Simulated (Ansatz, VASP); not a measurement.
**One calculation of Al2BN3, two programs**

```
CELL_PARAMETERS angstrom
2.53533 -4.33169 0.02271
2.53533 4.33169 0.02271
-1.65488 0.00000 2.63623
ATOMIC_POSITIONS crystal
Al 0.62114 0.95133 0.85831
Al 0.95133 0.62114 0.85831
B 0.34076 0.34076 0.04379
N 0.36901 0.66996 0.12010
N 0.05049 0.05049 0.00749
N 0.66996 0.36901 0.12010
```

Alike in both runs: functional PBE; k mesh 4 × 4 × 6; occupations gaussian, width 0.1 eV; no spin polarisation.

Ansatz relaxed the structure, and its values are those at the end. VASP's run is a single point on that final structure, the one shown.

|  | VASP | Ansatz |
| --- | --- | --- |
| version | VASP 6.6.1 | Ansatz 0.2.0 |
| potentials or method | VASP PAW PBE potentials, release 64 (Al, B, N), cutoff 520 eV | scalar-relativistic, plane waves, PAW |
| valence electrons in the cell | 24 | 24 |

```csv
,VASP,Ansatz,Ansatz less VASP
gap on the k mesh at the Fermi level (eV),2.84,2.85,+0.007
least direct gap on the mesh (eV),3.60,3.60,+0.005
pressure (GPa),-0.1,0.1,+0.16
rms of the force components (eV/Å),0.009,0.005,-0.0034
```
